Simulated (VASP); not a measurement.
A run of VASP 6.6.1 is set up as follows.

INCAR

```
SYSTEM = Cd
ALGO = Normal
EDIFF = 1E-6
ENCUT = 520
GGA = RP
ISIF = 2
ISMEAR = -1
LASPH = .TRUE.
LCHARG = .FALSE.
LREAL = .FALSE.
LWAVE = .FALSE.
NBANDS = 32
NELM = 100
PREC = Accurate
SIGMA = 0.1
```

KPOINTS

```
k-points
0
G
  13 13 4
  0 0 0
```

File POSCAR:

```
Cd
1.0
    3.1144253744      0.0000000000      0.0000000000
   -1.5572126872      2.6971714925      0.0000000000
    0.0000000000      0.0000000000     10.2051804573
Cd
4
Direct
    0.0000000000      0.0000000000      0.0000000000
    0.0000000000      0.0000000000      0.5000000000
    0.3333333333      0.6666666667      0.2500000000
    0.6666666667      0.3333333333      0.7500000000
```

Potentials or basis: VASP PAW PBE potentials, release 64 (Cd).

Launch:

```console
$ cat potpaw_PBE.64/Cd/POTCAR > POTCAR
$ mpirun -np 1 vasp_std > vasp.out
```

Q: Estimate the band gap on the k mesh.

A: Zero (bands 24 and 25 overlap by 2.83 eV).

Q: Estimate the pressure.

A: 6.1 GPa.

Stress tensor (GPa, compression positive):
```
5.82 0.00 0.00
0.00 5.82 0.00
0.00 0.00 6.62
```

Caveat: the cell stands under pressure; the PAW data sets were made with another functional, which shifts forces and pressure a little.
